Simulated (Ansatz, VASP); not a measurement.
InAs in VASP and in Ansatz

The input INCAR:

```
PREC = Accurate
ENCUT = 600
EDIFF = 1E-6
ISMEAR = 0
SIGMA = 0.1
LREAL = F
LASPH = T
NELM = 60
ALGO = Normal
ISIF = 3
LWAVE = F
LCHARG = F
GGA = PE
IBRION = 2
NSW = 100
EDIFFG = -0.01
```

File KPOINTS:

```
Automatic mesh
0
Gamma
  12 12 12
```

File POSCAR:

```
InAs
1.0
    0.0000000000      3.5653176027      3.5653176027
    3.5653176027      0.0000000000      3.5653176027
    3.5653176027      3.5653176027      0.0000000000
In As
2 2
Direct
    0.0000000000      0.0000000000      0.0000000000
    0.2500000000      0.2500000000      0.2500000000
    0.5000000000      0.5000000000      0.5000000000
    0.7500000000      0.7500000000      0.7500000000
```

Input for Ansatz:

```yaml
crystal:
  lattice:
    - [0.0, 3.5653176027, 3.5653176027]
    - [3.5653176027, 0.0, 3.5653176027]
    - [3.5653176027, 3.5653176027, 0.0]
  atoms:
    - { symbol: In, position: [0.0, 0.0, 0.0] }
    - { symbol: In, position: [0.25, 0.25, 0.25] }
    - { symbol: As, position: [0.5, 0.5, 0.5] }
    - { symbol: As, position: [0.75, 0.75, 0.75] }
basis:
  ecutwfc: 420
kpoints:
  mp_grid: { grid: [12, 12, 12] }
hamiltonian:
  xc: pbe
scf:
  occupations: { method: gaussian, width: 0.1 }
output:
  forces: true
  stress: true
  eigenvalues: true
relax:
  adjacent_minimum: "off"
  f_tol: 0.01
  max_steps: 80
  cell: { stress_tol: 0.05 }
```

Alike in both runs: task relaxation of cell and atoms; functional PBE; k mesh 12 × 12 × 12; occupations gaussian, width 0.1 eV; no spin polarisation.

|  | VASP | Ansatz |
| --- | --- | --- |
| version | VASP 6.6.1 | Ansatz 0.2.0 |
| potentials or method | VASP PAW PBE potentials, release 64 (In_d, As), cutoff 600 eV | scalar-relativistic, plane waves, PAW |
| valence electrons in the cell | 36 | 56 |

Ansatz gave:

| Quantity | Value |
| --- | --- |
| gap on the k mesh at the Fermi level, each at its own relaxed structure (eV) | none |
| relaxed volume (Å³/atom) | 23.08 |
| relaxed length of the cell vector where the two differ most in proportion (Å) | 5.073 |

**Question.** Which values does VASP return?

**Answer.** gap on the k mesh at the Fermi level, each at its own relaxed structure (eV): none; relaxed volume (Å³/atom): 23.09; relaxed length of the cell vector where the two differ most in proportion (Å): 5.074.

A gap of «none» marks a metal or a gap that the smearing closes. VASP's potentials hold 36 valence electrons a cell and Ansatz's 56, so a difference there can come from the potentials and not from the codes.
